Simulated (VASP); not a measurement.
Runs of VASP 6.6.1 on Ti. The structure is that of space group P6/mmm (No. 191), or close to it. The cells are those of the table. 

| cell | gap on the mesh (eV) | pressure (GPa) |
| --- | --- | --- |
| a = 4.596, b = 4.596, c = 2.462 Å, angles 90.0, 90.0, 120.0°, 3 atoms | none | 13.0 |
| a = 4.488, b = 4.488, c = 2.798 Å, angles 90.0, 90.0, 120.0°, 3 atoms | none | 1.1 |
| a = 4.434, b = 4.434, c = 2.865 Å, angles 90.0, 90.0, 120.0°, 3 atoms | none | 1.0 |
| a = 4.461, b = 4.461, c = 2.742 Å, angles 90.0, 90.0, 120.0°, 3 atoms | none | (b) |
| a = 4.542, b = 4.542, c = 2.664 Å, angles 90.0, 90.0, 120.0°, 3 atoms | none | (c) |
| a = 4.407, b = 4.407, c = 2.658 Å, angles 90.0, 90.0, 120.0°, 3 atoms | none | 14.0 |
| a = 4.407, b = 4.407, c = 2.826 Å, angles 90.0, 90.0, 120.0°, 3 atoms | none | 4.4 |
| a = 4.380, b = 4.380, c = 2.714 Å, angles 90.0, 90.0, 120.0°, 3 atoms | none | (a) |

Alike in all rows: task single point; level PBEsol; potentials or basis VASP PAW PBE potentials, release 64 (Ti_sv); no spin polarisation; k mesh 12 × 12 × 14; cutoff (eV) 520; smearing gaussian 0.15 eV.

Q: Estimate the missing entries.

A: (a) 12.2; (b) 5.4; (c) 4.8.

Caveats: the PAW data sets were made with another functional, which shifts forces and pressure a little.

A gap of «none» marks levels without a gap at the run's occupations.
